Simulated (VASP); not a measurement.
P: single point with PBEsol

P:

```xyz
1
Lattice="4.2729 0.0000 0.0534 0.0000 4.2729 0.0000 0.0547 0.0000 4.3780" Properties=species:S:1:pos:R:3 pbc="T T T"
P     0.0000    0.0000    0.0000
```

This cell differs from its parent crystal: strain +0.0250 x Voigt [0, 0, 0, 0, 1, 0].

```
Program                : VASP 6.6.1
Task                   : single point
Functional             : PBEsol
Potentials or basis    : VASP PAW PBE potentials, release 64 (P)
Cutoff                 : 500 eV
k mesh                 : 12 × 12 × 12
Occupations            : gaussian, width 0.15 eV
Spin                   : no spin polarisation
Dipole correction      : no
Further INCAR settings : ALGO = Normal; EDIFF = 1e-06; NBANDS = 8
```

The pressure is -3.9 GPa. The band gap on the k mesh is zero (an odd number of electrons rules out a gap without spin polarisation).

Stress tensor (GPa, compression positive):
```
-3.99  0.00 -0.10
 0.00 -3.99  0.00
-0.10  0.00 -3.57
```

Levels at points of the mesh, in eV from the Fermi level:
| k point | band 1 | band 2 | band 3 | band 4 | band 5 | band 6 | band 7 | band 8 |
| --- | --- | --- | --- | --- | --- | --- | --- | --- |
| (0.00, 0.00, 0.00) | -8.73 | 0.45 | 0.56 | 0.56 | 4.63 | 7.44 | 7.52 | 12.04 |
| (0.50, 0.00, 0.00) | -8.56 | -0.83 | 0.60 | 0.70 | 6.51 | 7.56 | 8.18 | 9.52 |
| (0.00, 0.50, 0.00) | -8.56 | -0.83 | 0.60 | 0.70 | 6.51 | 7.56 | 8.19 | 9.51 |
| (0.50, 0.50, 0.00) | -8.40 | -0.53 | -0.53 | 0.73 | 5.86 | 8.12 | 9.73 | 9.73 |
| (0.00, 0.00, 0.50) | -8.59 | -0.78 | 0.68 | 0.68 | 6.47 | 7.48 | 8.15 | 9.80 |
| (0.50, 0.00, 0.50) | -8.43 | -0.58 | -0.48 | 0.81 | 5.85 | 8.12 | 9.58 | 9.78 |
| (0.00, 0.50, 0.50) | -8.43 | -0.57 | -0.48 | 0.81 | 5.85 | 8.11 | 9.65 | 9.72 |
| (0.50, 0.50, 0.50) | -8.28 | -0.33 | -0.32 | -0.23 | 6.84 | 6.97 | 7.00 | 9.24 |

It took 110 s on 1 thread of Intel(R) Xeon(R) Platinum 8488C (Sapphire Rapids), with other jobs on the host, peak memory 0.37 GiB.

Caveat: the cell differs from its parent crystal (strain +0.0250 x Voigt [0, 0, 0, 0, 1, 0]); the cell stands under tension; the atoms stand far beyond bonding distance, and open shells without spin polarisation read as a metal; the PAW data sets were made with another functional, which shifts forces and pressure a little.
